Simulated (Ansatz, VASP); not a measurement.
**Zn: VASP beside Ansatz**

```
CELL_PARAMETERS angstrom
-0.50634 1.81277 1.81277
1.81277 -0.50634 1.81277
1.81277 1.81277 -0.50634
ATOMIC_POSITIONS crystal
Zn 0.00000 0.00000 0.00000
```

Alike in both runs: task single point; functional PBE; k mesh 22 × 22 × 22; occupations gaussian, width 0.15 eV; no spin polarisation.

|  | VASP | Ansatz |
| --- | --- | --- |
| version | VASP 6.6.1 | Ansatz 0.2.0 |
| potentials or method | VASP PAW PBE potentials, release 64 (Zn), cutoff 520 eV | scalar-relativistic, plane waves, PAW |
| valence electrons in the cell | 12 | 12 |

```csv
,VASP,Ansatz,Ansatz less VASP
gap on the k mesh at the Fermi level (eV),none,none,-
pressure (GPa),1.5,1.3,-0.20
"traceless stress, the component that is largest in VASP (GPa)",2.47,2.44,-0.035
```

A gap of «none» marks a metal or a gap that the smearing closes.
